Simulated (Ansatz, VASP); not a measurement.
# Two plane-wave programs on K4CuPb

```
K Cu Pb
1.0
     5.89627    0.00000    0.00000
    -2.94814    5.10632    0.00000
     0.00000    0.00000    6.42680
K Cu Pb
4 1 1
Direct
  0.33333 0.66667 0.00000
  0.66667 0.33333 0.00000
  0.33333 0.66667 0.50000
  0.66667 0.33333 0.50000
  0.00000 0.00000 0.50000
  0.00000 0.00000 0.00000
```

Alike in both runs: task single point; functional PBE; k mesh 3 × 3 × 4; occupations gaussian, width 0.1 eV; no spin polarisation.

```csv
,VASP,Ansatz
version,VASP 6.6.1,Ansatz 0.2.0
potentials or method,"VASP PAW PBE potentials, release 64 (K_sv, Cu, Pb_d), cutoff 520 eV","scalar-relativistic, plane waves, PAW"
valence electrons in the cell,61,69
```

VASP gave:

| Quantity | Value |
| --- | --- |
| gap on the k mesh at the Fermi level (eV) | none |
| pressure (GPa) | 3.7 |
| traceless stress, the component that is largest in VASP (GPa) | -2.71 |

Task: Estimate Ansatz's values.

Result: gap on the k mesh at the Fermi level (eV): none; pressure (GPa): 3.7; traceless stress, the component that is largest in VASP (GPa): -2.72.

A gap of «none» marks a metal or a gap that the smearing closes. The functional is the same, so the differences come from potentials, cutoffs and numerics. VASP's potentials hold 61 valence electrons a cell and Ansatz's 69, so a difference there can come from the potentials and not from the codes.

The k mesh is coarse, so the values compare programs but aren't converged. Spin-orbit coupling is off throughout.
